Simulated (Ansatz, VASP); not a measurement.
**Two plane-wave programs on ZrNbSe3**

INCAR

```
PREC     = Accurate       # precision mode
ENCUT    = 520            # plane-wave cutoff, eV
EDIFF    = 1E-7           # SCF threshold, eV
ISMEAR   = 0              # smearing method
SIGMA    = 0.1            # smearing width, eV
LREAL    = False          # projectors in reciprocal space
LASPH    = True           # aspherical terms in the spheres
NELM     = 150            # most SCF steps
ALGO     = Normal         # electronic algorithm
ISIF     = 2              # what is computed and relaxed
LWAVE    = False          # write WAVECAR
LCHARG   = False          # write CHGCAR
ISPIN    = 2              # spin polarisation
MAGMOM   = 0.36 3.71 -0.05 -0.05 -0.05 # initial moments
LORBIT   = 11             # projections on sites
LMAXMIX  = 4              # l up to which the mixer works
GGA      = PE             # functional
NBANDS   = 34             # bands
```

File KPOINTS:

```
Automatic mesh
0
Gamma
  3 3 2
```

POSCAR

```
ZrNbSe3
1.0
    6.1471030800      0.0000000000      0.0000000000
   -3.0735515400      5.3235474200      0.0000000000
    0.0000000000      0.0000000000      7.5096528400
Zr Nb Se
1 1 3
Direct
    0.0000000000      0.0000000000      0.0000000000
    0.0000000000      0.0000000000      0.5000000000
    0.5000000000      0.0000000000      0.0000000000
    0.0000000000      0.5000000000      0.0000000000
    0.5000000000      0.5000000000      0.0000000000
```

Input for Ansatz:

```yaml
crystal:
  lattice:
    - [6.14710308, 0.0, 0.0]
    - [-3.07355154, 5.32354742, 0.0]
    - [0.0, 0.0, 7.50965284]
  atoms:
    - { symbol: Zr, position: [0.0, 0.0, 0.0] }
    - { symbol: Nb, position: [0.0, 0.0, 0.5] }
    - { symbol: Se, position: [0.5, 0.0, 0.0] }
    - { symbol: Se, position: [0.0, 0.5, 0.0] }
    - { symbol: Se, position: [0.5, 0.5, 0.0] }
basis:
  ecutwfc: 420
kpoints:
  mp_grid: { grid: [3, 3, 2] }
hamiltonian:
  xc: pbe
scf:
  occupations: { method: gaussian, width: 0.1 }
  lower_state_search: "off"
output:
  forces: true
  stress: true
  eigenvalues: true
  populations: true
magnetization:
  spin_polarized: true
```

Alike in both runs: task single point; functional PBE; k mesh 3 × 3 × 2; occupations gaussian, width 0.1 eV; collinear spin.

|  | VASP | Ansatz |
| --- | --- | --- |
| version | VASP 6.6.1 | Ansatz 0.2.0 |
| potentials or method | VASP PAW PBE potentials, release 64 (Zr_sv, Nb_sv, Se), cutoff 520 eV | scalar-relativistic, plane waves, PAW |
| valence electrons in the cell | 43 | 73 |

```csv
,VASP,Ansatz,Ansatz less VASP
gap on the k mesh at the Fermi level (eV),none,none,-
pressure (GPa),-5.9,-5.9,+0.01
"traceless stress, the component that is largest in VASP (GPa)",1.70,1.71,+0.007
net moment per atom (μB),0.91,0.91,-0.001
size of the moment on the site where the two differ most (μB),2.64,3.37,+0.731
```

Site moments also hang on the region over which each program counts them. A gap of «none» marks a metal or a gap that the smearing closes. VASP's potentials hold 43 valence electrons a cell and Ansatz's 73, so a difference there can come from the potentials and not from the codes. Ansatz's warnings: no starting moments.

The k mesh is coarse, so the values compare programs but aren't converged.
